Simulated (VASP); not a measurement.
# CaF2 (Fm-3m) in VASP: further runs, part 2 of 2

VASP 6.6.1.

## 3. Single point, PBE

The input, INCAR:

```
SYSTEM = CaF2
  PREC = Accurate
  ENCUT = 600
  EDIFF = 1E-6
  ISMEAR = -1
  SIGMA = 0.01
  LREAL = .FALSE.
  LASPH = .TRUE.
  NELM = 120
  ALGO = Normal
  ISIF = 2
  LWAVE = .FALSE.
  LCHARG = .FALSE.
  GGA = PE
  NBANDS = 19
  GGA_COMPAT = .FALSE.
```

The input, KPOINTS:

```
Automatic mesh
0
G
  4 4 4
  0 0 0
```

The input, POSCAR:

```
CaF2
1.0
    0.0000000000      2.7559121050      2.7559121050
    2.7559121050      0.0000000000      2.7559121050
    2.7559121050      2.7559121050      0.0000000000
Ca F
1 2
Direct
    0.0000000000      0.0000000000      0.0000000000
    0.7500000000      0.7500000000      0.7500000000
    0.2500000000      0.2500000000      0.2500000000
```

Potentials or basis: VASP PAW PBE potentials, release 64 (Ca_sv, F).

Command:

```
$ cat potpaw_PBE.64/Ca_sv/POTCAR potpaw_PBE.64/F/POTCAR > POTCAR
$ mpirun -np 1 vasp_std > vasp.out
```

OUTCAR:

```text
SYSTEM = CaF2
   PREC = Accurate
   ENCUT = 600
   EDIFF = 1E-6
   ISMEAR = -1
   LREAL = .FALSE.
   LASPH = .TRUE.
   NELM = 120
   ISIF = 2
   GGA = PE

 ion  position               nearest neighbor table
   1  0.000  0.000  0.000-   2 2.39   2 2.39   2 2.39   2 2.39   3 2.39   3 2.39   3 2.39   3 2.39

   2  0.750  0.750  0.750-   1 2.39   1 2.39   1 2.39   1 2.39
   3  0.250  0.250  0.250-   1 2.39   1 2.39   1 2.39   1 2.39

  LATTYP: Found a face centered cubic cell.
 ALAT       =     5.5118242100

  Lattice vectors:

 A1 = (   0.0000000000,   2.7559121050,   2.7559121050)
 A2 = (   2.7559121050,   0.0000000000,   2.7559121050)
 A3 = (   2.7559121050,   2.7559121050,   0.0000000000)

Analysis of symmetry for initial positions (statically):
=====================================================================
 Subroutine PRICEL returns:
 Original cell was already a primitive cell.

 Routine SETGRP: Setting up the symmetry group for a
 face centered cubic supercell.

 Subroutine GETGRP returns: Found 48 space group operations
 (whereof 48 operations were pure point group operations)
 out of a pool of 48 trial point group operations.

The static configuration has the point symmetry O_h .

Analysis of symmetry for dynamics (positions and initial velocities):
=====================================================================
 Subroutine PRICEL returns:
 Original cell was already a primitive cell.

 Routine SETGRP: Setting up the symmetry group for a
 face centered cubic supercell.

 Subroutine GETGRP returns: Found 48 space group operations
 (whereof 48 operations were pure point group operations)
 out of a pool of 48 trial point group operations.

The dynamic configuration has the point symmetry O_h .

 Subroutine INISYM returns: Found 48 space group operations
 (whereof 48 operations are pure point group operations),
 and found     1 'primitive' translations

----------------------------------------------------------------------------------------

                                     Primitive cell

  volume of cell :      41.8626

  direct lattice vectors                    reciprocal lattice vectors
     0.000000000  2.755912105  2.755912105    -0.181428137  0.181428137  0.181428137
     2.755912105  0.000000000  2.755912105     0.181428137 -0.181428137  0.181428137
     2.755912105  2.755912105  0.000000000     0.181428137  0.181428137 -0.181428137

  length of vectors
     3.897448276  3.897448276  3.897448276     0.314242752  0.314242752  0.314242752

  position of ions in fractional coordinates (direct lattice)
     0.000000000  0.000000000  0.000000000
     0.750000000  0.750000000  0.750000000
     0.250000000  0.250000000  0.250000000

  ion indices of the primitive-cell ions
   primitive index   ion index
                 1           1
                 2           2
                 3           3

----------------------------------------------------------------------------------------

 KPOINTS: Automatic mesh

Automatic generation of k-mesh.
 Grid dimensions read from file:
 generate k-points for:    4    4    4

 Generating k-lattice:

  Cartesian coordinates                     Fractional coordinates (reciprocal lattice)
    -0.045357034  0.045357034  0.045357034     0.250000000  0.000000000  0.000000000
     0.045357034 -0.045357034  0.045357034     0.000000000  0.250000000  0.000000000
     0.045357034  0.045357034 -0.045357034     0.000000000  0.000000000  0.250000000

  Length of vectors
     0.078560688  0.078560688  0.078560688

  Shift w.r.t. Gamma in fractional coordinates (k-lattice)
     0.000000000  0.000000000  0.000000000

 Subroutine IBZKPT returns following result:
 ===========================================

 Found      8 irreducible k-points:

 Following reciprocal coordinates:
            Coordinates               Weight
  0.000000  0.000000  0.000000      1.000000
  0.250000  0.000000  0.000000      8.000000
  0.500000  0.000000  0.000000      4.000000
  0.250000  0.250000  0.000000      6.000000
  0.500000  0.250000  0.000000     24.000000
 -0.250000  0.250000  0.000000     12.000000
  0.500000  0.500000  0.000000      3.000000
 -0.250000  0.500000  0.250000      6.000000
   k-points           NKPTS =      8   k-points in BZ     NKDIM =      8   number of bands    NBANDS=     19
   number of dos      NEDOS =    301   number of ions     NIONS =      3
   total plane-waves  NPLWV =  32768
   dimension x,y,z NGX =    32 NGY =   32 NGZ =   32
   dimension x,y,z NGXF=    64 NGYF=   64 NGZF=   64
   ions per type =               1   2
   NGX,Y,Z   is equivalent  to a cutoff of  13.65, 13.65, 13.65 a.u.
   NGXF,Y,Z  is equivalent  to a cutoff of  27.30, 27.30, 27.30 a.u.
 SYSTEM =  CaF2
   PREC   = accura    normal or accurate (medium, high low for compatibility)
   ISTART =      0    job   : 0-new  1-cont  2-samecut
   ICHARG =      2    charge: 1-file 2-atom 10-const
   ISPIN  =      1    spin polarized calculation?
   LNONCOLLINEAR =      F non collinear calculations
   LSORBIT =      F    spin-orbit coupling
   LASPH  =      T    aspherical Exc in radial PAW
   ENCUT  =  600.0 eV  44.10 Ry    6.64 a.u.   7.78  7.78  7.78*2*pi/ulx,y,z
   NELM   =    120;   NELMIN=  2; NELMDL= -5     # of ELM steps
   EDIFF  = 0.1E-05   stopping-criterion for ELM
   LREAL  =      F    real-space projection
   EDIFFG = 0.1E-04   stopping-criterion for IOM
   NSW    =      0    number of steps for IOM
   IBRION =     -1    ionic relax: 0-MD 1-quasi-New 2-CG
   NFREE  =      0    steps in history (QN), initial steepest desc. (CG)
   ISIF   =      2    stress and relaxation
   ISYM   =      2    0-nonsym 1-usesym 2-fastsym
   POTIM  = 0.5000    time-step for ionic-motion
   TEBEG  =    0.0;   TEEND  =   0.0 temperature during run
   PSTRESS=    0.0 pullay stress
   NELECT =      24.0000    total number of electrons
   NUPDOWN=      -1.0000    fix difference up-down
   EMIN   =  10.00;   EMAX   =-10.00  energy-range for DOS
   EFERMI =   0.00;   METHOD = LEGACY
   ISMEAR =    -1;   SIGMA  =   0.01  broadening in eV -4-tet -1-fermi 0-gaus
   EFERMI_NEDOS =   21; number of points for ismear=-14 and -15
   IALGO  =     38    algorithm
   IMIX   =      4    mixing-type and parameters
     AMIX     =   0.40;   BMIX     =  1.00
     AMIX_MAG =   1.60;   BMIX_MAG =  1.00
  volume/ion in A,a.u.               =      13.95        94.17
  Fermi-wavevector in a.u.,A,eV,Ry     =   1.359993  2.570013 25.165063  1.849580
  Thomas-Fermi vector in A             =   2.486693
   LORBIT       =      0    0 simple, 1 ext, 2 COOP (PROOUT), +10 PAW based schemes
   GGA     = PE    functional components
   LHFCALC =     F    Hartree Fock is set to
   AEXX    =    0.0000 exact exchange contribution
   IVDW    =     0    specifies the selected vdW correction
   LEPSILON=     F    determine dielectric tensor
   LRPA    =     F    only Hartree local field effects (RPA)
 non-spin polarized calculation
  energy-cutoff  :      600.00
  volume of cell :       41.86
 maximum number of plane-waves:      1411
   NGX = 15   NGY = 15   NGZ = 15

 number of electron      24.0000003 magnetization

 Free energy of the ion-electron system (eV)
  ---------------------------------------------------
  ext. energy  EPLUGINS =         0.00000000
  ---------------------------------------------------
  free energy    TOTEN  =       -17.34446622 eV

  energy without entropy =      -17.34446622  energy(sigma->0) =      -17.34446622

 E-fermi :  -0.8949     XC(G=0):  -9.4968

 val. band max:       -1.1146465538   @ k =   0.5000   0.5000   0.0000
 cond. band min:       6.0056635715   @ k =   0.0000   0.0000   0.0000
 fundamental gap:      7.1203101252
 Fermi energy:        -0.8948922319

 k-point     1 :       0.0000    0.0000    0.0000
  band No.  band energies     occupation
      1     -37.2709      2.00000
      2     -20.9834      2.00000
      3     -20.2529      2.00000
      4     -18.2099      2.00000
      5     -18.2099      2.00000
      6     -18.2099      2.00000
[... 11 lines left out ...]
     18       9.8992      0.00000
     19      15.6076      0.00000
[... 133 lines left out ...]
 k-point     8 :      -0.2500    0.5000    0.2500
  band No.  band energies     occupation
      1     -37.2328      2.00000
      2     -20.9643      2.00000
      3     -20.9643      2.00000
      4     -18.3039      2.00000
      5     -17.8903      2.00000
      6     -17.8903      2.00000
[... 11 lines left out ...]
     18      13.1081      0.00000
     19      14.1610      0.00000

------------------------ aborting loop because EDIFF is reached ----------------------------------------

  FORCE on cell =-STRESS in cart. coord.  units (eV):
  Direction    XX          YY          ZZ          XY          YZ          ZX
  --------------------------------------------------------------------------------------
  -------------------------------------------------------------------------------------
  Total        0.0394127      0.0394127      0.0394127      0.0000000      0.0000000     -0.0000000
  in kB        1.5084144      1.5084144      1.5084144      0.0000000      0.0000000     -0.0000000
  external PRESSURE =       1.5084144 kB  Pullay stress =       0.0000000 kB

 VOLUME and BASIS-vectors are now :
 -----------------------------------------------------------------------------
  energy-cutoff  :      600.00
  volume of cell :       41.86
      direct lattice vectors                 reciprocal lattice vectors
     0.000000000  2.755912105  2.755912105    -0.181428137  0.181428137  0.181428137
     2.755912105  0.000000000  2.755912105     0.181428137 -0.181428137  0.181428137
     2.755912105  2.755912105  0.000000000     0.181428137  0.181428137 -0.181428137

 POSITION                                       TOTAL-FORCE (eV/Angst)
 -----------------------------------------------------------------------------------
      0.00000      0.00000      0.00000         0.000000     -0.000000     -0.000000
      4.13387      4.13387      4.13387        -0.000000     -0.000000     -0.000000
      1.37796      1.37796      1.37796         0.000000      0.000000      0.000000
 -----------------------------------------------------------------------------------
    total drift:                                0.000000     -0.000000      0.000000

  FREE ENERGIE OF THE ION-ELECTRON SYSTEM (eV)
  ---------------------------------------------------
  free  energy   TOTEN  =       -17.3444662242 eV

  energy  without entropy=      -17.3444662242  energy(sigma->0) =      -17.34446622
```

stdout:

```text
POSCAR found type information on POSCAR CaF
 POSCAR found :  2 types and       3 ions
 scaLAPACK will be used
 LDA part: xc-table for (Slater+PW92), standard interpolation
 POSCAR, INCAR and KPOINTS ok, starting setup
 FFT: planning ... GRIDC
 FFT: planning ... GRID_SOFT
 FFT: planning ... GRID
 WAVECAR not read
 entering main loop
```

It took 4.4 s on 1 thread of AMD EPYC 9R45 (Zen 5), shared host; peak memory 0.14 GiB.

What came out:

* Free energy: -17.3445 eV
* Pressure: 0.2 GPa
* Band gap on the k mesh: 7.12 eV (least direct gap 7.37 eV)

Caveat: the k points lie up to 0.49 Å⁻¹ apart.

## 4. Single point, PBE

The input, INCAR:

```
SYSTEM = CaF2
  ALGO = Normal
  EDIFF = 1E-6
  ENCUT = 600
  GGA = PE
  GGA_COMPAT = .FALSE.
  ISIF = 2
  ISMEAR = -1
  LASPH = .TRUE.
  LCHARG = .FALSE.
  LREAL = .FALSE.
  LWAVE = .FALSE.
  NBANDS = 19
  NELM = 120
  PREC = Accurate
  SIGMA = 0.01
```

The input, KPOINTS:

```
k-points
0
G
  9 9 9
  0 0 0
```

The input, POSCAR:

```
CaF2
1.0
    0.0000000000      2.7559121057      2.7559121057
    2.7559121057      0.0000000000      2.7559121057
    2.7559121057      2.7559121057      0.0000000000
Ca F
1 2
Direct
    0.0000000000      0.0000000000      0.0000000000
    0.7500000000      0.7500000000      0.7500000000
    0.2500000000      0.2500000000      0.2500000000
```

Potentials or basis: VASP PAW PBE potentials, release 64 (Ca_sv, F).

Command:

```
$ cat potpaw_PBE.64/Ca_sv/POTCAR potpaw_PBE.64/F/POTCAR > POTCAR
$ mpirun -np 1 vasp_std > vasp.out
```

OUTCAR:

```text
SYSTEM = CaF2
   EDIFF = 1E-6
   ENCUT = 600
   GGA = PE
   ISIF = 2
   ISMEAR = -1
   LASPH = .TRUE.
   LREAL = .FALSE.
   NELM = 120
   PREC = Accurate

 ion  position               nearest neighbor table
   1  0.000  0.000  0.000-   2 2.39   2 2.39   2 2.39   2 2.39   3 2.39   3 2.39   3 2.39   3 2.39

   2  0.750  0.750  0.750-   1 2.39   1 2.39   1 2.39   1 2.39
   3  0.250  0.250  0.250-   1 2.39   1 2.39   1 2.39   1 2.39

  LATTYP: Found a face centered cubic cell.
 ALAT       =     5.5118242114

  Lattice vectors:

 A1 = (   0.0000000000,   2.7559121057,   2.7559121057)
 A2 = (   2.7559121057,   0.0000000000,   2.7559121057)
 A3 = (   2.7559121057,   2.7559121057,   0.0000000000)

Analysis of symmetry for initial positions (statically):
=====================================================================
 Subroutine PRICEL returns:
 Original cell was already a primitive cell.

 Routine SETGRP: Setting up the symmetry group for a
 face centered cubic supercell.

 Subroutine GETGRP returns: Found 48 space group operations
 (whereof 48 operations were pure point group operations)
 out of a pool of 48 trial point group operations.

The static configuration has the point symmetry O_h .

[... 163 lines left out ...]
 val. band max:       -1.1321029822   @ k =  -0.4444   0.4444   0.0000
 cond. band min:       6.0055503917   @ k =   0.0000   0.0000   0.0000
 fundamental gap:      7.1376533739
 Fermi energy:        -0.8949406313

 k-point     1 :       0.0000    0.0000    0.0000
  band No.  band energies     occupation
      1     -37.2711      2.00000
      2     -20.9834      2.00000
      3     -20.2530      2.00000
      4     -18.2100      2.00000
      5     -18.2100      2.00000
      6     -18.2100      2.00000
[... 505 lines left out ...]
      6     -17.5981      2.00000
[... 11 lines left out ...]
     18      11.2756      0.00000
     19      14.1102      0.00000

 [... further k-points ...]

------------------------ aborting loop because EDIFF is reached ----------------------------------------

  FORCE on cell =-STRESS in cart. coord.  units (eV):
  Direction    XX          YY          ZZ          XY          YZ          ZX
  --------------------------------------------------------------------------------------
  -------------------------------------------------------------------------------------
  Total        0.0398234      0.0398234      0.0398234     -0.0000000      0.0000000     -0.0000000
  in kB        1.5241339      1.5241339      1.5241339     -0.0000000      0.0000000     -0.0000000
  external PRESSURE =       1.5241339 kB  Pullay stress =       0.0000000 kB

 VOLUME and BASIS-vectors are now :
 -----------------------------------------------------------------------------
  energy-cutoff  :      600.00
  volume of cell :       41.86
      direct lattice vectors                 reciprocal lattice vectors
     0.000000000  2.755912106  2.755912106    -0.181428137  0.181428137  0.181428137
     2.755912106  0.000000000  2.755912106     0.181428137 -0.181428137  0.181428137
     2.755912106  2.755912106  0.000000000     0.181428137  0.181428137 -0.181428137

 POSITION                                       TOTAL-FORCE (eV/Angst)
 -----------------------------------------------------------------------------------
      0.00000      0.00000      0.00000        -0.000000     -0.000000     -0.000000
      4.13387      4.13387      4.13387        -0.000000     -0.000000      0.000000
      1.37796      1.37796      1.37796         0.000000      0.000000      0.000000
 -----------------------------------------------------------------------------------
    total drift:                                0.000000     -0.000000      0.000000

  FREE ENERGIE OF THE ION-ELECTRON SYSTEM (eV)
  ---------------------------------------------------
  free  energy   TOTEN  =       -17.3447925316 eV

  energy  without entropy=      -17.3447925316  energy(sigma->0) =      -17.34479253
```

OSZICAR:

```text
N       E                     dE             d eps       ncg     rms          rms(c)
DAV:   1     0.228772251234E+03    0.22877E+03   -0.14691E+04  1330   0.143E+03
DAV:   2    -0.659395496690E+01   -0.23537E+03   -0.22759E+03  1589   0.365E+02
DAV:   3    -0.182513739017E+02   -0.11657E+02   -0.11601E+02  1521   0.852E+01
DAV:   4    -0.186487386290E+02   -0.39736E+00   -0.39634E+00  2071   0.122E+01
DAV:   5    -0.186517279259E+02   -0.29893E-02   -0.29891E-02  1500   0.125E+00    0.802E+00
DAV:   6    -0.173230013581E+02    0.13287E+01   -0.56112E+00  1423   0.161E+01    0.304E+00
DAV:   7    -0.173217811702E+02    0.12202E-02   -0.11787E-01  1563   0.343E+00    0.174E+00
DAV:   8    -0.173415307460E+02   -0.19750E-01   -0.42335E-02  1434   0.224E+00    0.229E-01
DAV:   9    -0.173438328611E+02   -0.23021E-02   -0.74635E-03  1589   0.633E-01    0.131E-01
DAV:  10    -0.173447794817E+02   -0.94662E-03   -0.18715E-03  1415   0.344E-01    0.237E-02
DAV:  11    -0.173447909188E+02   -0.11437E-04   -0.12438E-04  1549   0.930E-02    0.139E-02
DAV:  12    -0.173447924231E+02   -0.15043E-05   -0.18252E-05  1619   0.433E-02    0.286E-03
DAV:  13    -0.173447925316E+02   -0.10857E-06   -0.41582E-06  1511   0.177E-02
   1 F= -.17344793E+02 E0= -.17344793E+02  d E =-.411689E-12
```

Run time: 13 s. Hardware: 1 thread of AMD EPYC 9R45 (Zen 5), shared host; peak memory 0.16 GiB.

What came out:

```yaml
Free_energy: -17.3448 eV
Pressure: 0.2 GPa
Band_gap_on_the_k_mesh: 7.14 eV (least direct gap 7.37 eV)
```

Caveat: an odd mesh through Γ misses points on the zone boundary, where band edges can lie.

## 5. Overview

| k mesh | smearing | gap on the mesh (eV) | pressure (GPa) |
| --- | --- | --- | --- |
| 4 × 4 × 4 | gaussian 0.01 eV | 7.12 | 0.2 |
| 4 × 4 × 4 | fermi-dirac 0.01 eV | 7.12 | 0.2 |
| 9 × 9 × 9 | fermi-dirac 0.01 eV | 7.14 | 0.2 |

Alike in all rows: task single point; level PBE; potentials or basis VASP PAW PBE potentials, release 64 (Ca_sv, F); no spin polarisation; cell as given; cutoff (eV) 600.

Caveats: some runs use coarse meshes; an odd mesh through Γ misses points on the zone boundary, where band edges can lie (at least some runs).

Total energies depend on the potentials used, so only differences within one code and one set of settings carry meaning.
